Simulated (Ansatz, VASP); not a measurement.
MgCd2S3: VASP beside Ansatz

INCAR

```
  PREC = Accurate
  ENCUT = 520
  EDIFF = 1E-6
  ISMEAR = 0
  SIGMA = 0.02
  LREAL = False
  LASPH = True
  NELM = 60
  ALGO = Normal
  ISIF = 2
  LWAVE = False
  LCHARG = True
  GGA = CA
  LELF = True
  LVHAR = True
  NBANDS = 31
```

Contents of KPOINTS:

```
Automatic mesh
0
Gamma
  12 12 4
```

File POSCAR:

```
MgCd2S3
1.0
    4.1392128867     -0.0000000289      0.0000000000
   -2.0696064183      3.5846635260      0.0000000000
    0.0000000000      0.0000000000     10.1206946000
Mg Cd S
1 2 3
Direct
    0.0000000000      0.0000000000      0.3312600000
    0.3333333333      0.6666666667      0.0052680000
    0.6666666667      0.3333333333      0.6633330000
    0.6666666667      0.3333333333      0.9164090000
    0.0000000000      0.0000000000      0.5747790000
    0.3333333333      0.6666666667      0.2589510000
```

Input for Ansatz:

```yaml
crystal:
  lattice:
    - [4.1392128867, -2.89e-08, 0.0]
    - [-2.0696064183, 3.584663526, 0.0]
    - [0.0, 0.0, 10.1206946]
  atoms:
    - { symbol: Mg, position: [0.0, 0.0, 0.33126] }
    - { symbol: Cd, position: [0.3333333333, 0.6666666667, 0.005268] }
    - { symbol: Cd, position: [0.6666666667, 0.3333333333, 0.663333] }
    - { symbol: S, position: [0.6666666667, 0.3333333333, 0.916409] }
    - { symbol: S, position: [0.0, 0.0, 0.574779] }
    - { symbol: S, position: [0.3333333333, 0.6666666667, 0.258951] }
basis:
  ecutwfc: 420
kpoints:
  mp_grid: { grid: [12, 12, 4] }
  band_path:
    path:
      - [[0.0, 0.0, 0.0], [0.5, 0.0, 0.0], [0.33333333, 0.33333333, 0.0], [0.0, 0.0, 0.0], [0.0, 0.0, 0.5], [0.5, 0.0, 0.5], [0.33333333, 0.33333333, 0.5], [0.0, 0.0, 0.5]]
      - [[0.5, 0.0, 0.5], [0.5, 0.0, 0.0]]
      - [[0.33333333, 0.33333333, 0.5], [0.33333333, 0.33333333, 0.0]]
    npoints: 14
hamiltonian:
  xc: lda
scf:
  occupations: { method: gaussian, width: 0.02 }
  n_extra_bands: 15
output:
  forces: true
  stress: true
  eigenvalues: true
  populations: true
  dos: { projected: true, de: 0.02, nscf_kmesh: { grid: [18, 18, 6] } }
  bader: true
  write_density: true
  write_potential: true
  elf: true
  volumetric_format: npy
```

Alike in both runs: task single point; functional LDA; k mesh 12 × 12 × 4; occupations gaussian, width 0.02 eV; no spin polarisation.

|  | VASP | Ansatz |
| --- | --- | --- |
| version | VASP 6.6.1 | Ansatz 0.2.0 |
| potentials or method | VASP PAW LDA potentials, release 64 (Mg, Cd, S), cutoff 520 eV | scalar-relativistic, plane waves, PAW |
| valence electrons in the cell | 44 | 68 |

VASP gave:

- gap on the k mesh at the Fermi level (eV): 1.29
- least direct gap on the mesh (eV): 1.29
- pressure (GPa): -4.2
- traceless stress, the component that is largest in VASP (GPa): -0.15
- rms of the force components (eV/Å): 0.047

Question: What did Ansatz give for the same quantities?

Answer: gap on the k mesh at the Fermi level (eV): 1.26; least direct gap on the mesh (eV): 1.26; pressure (GPa): -4.3; traceless stress, the component that is largest in VASP (GPa): -0.06; rms of the force components (eV/Å): 0.063.

LDA's correlation is that of Perdew and Zunger in VASP and of Perdew and Wang (1992) in Ansatz. Atom by atom the forces differ by 0.019 eV/Å (rms over components). VASP's potentials hold 44 valence electrons a cell and Ansatz's 68, so a difference there can come from the potentials and not from the codes.
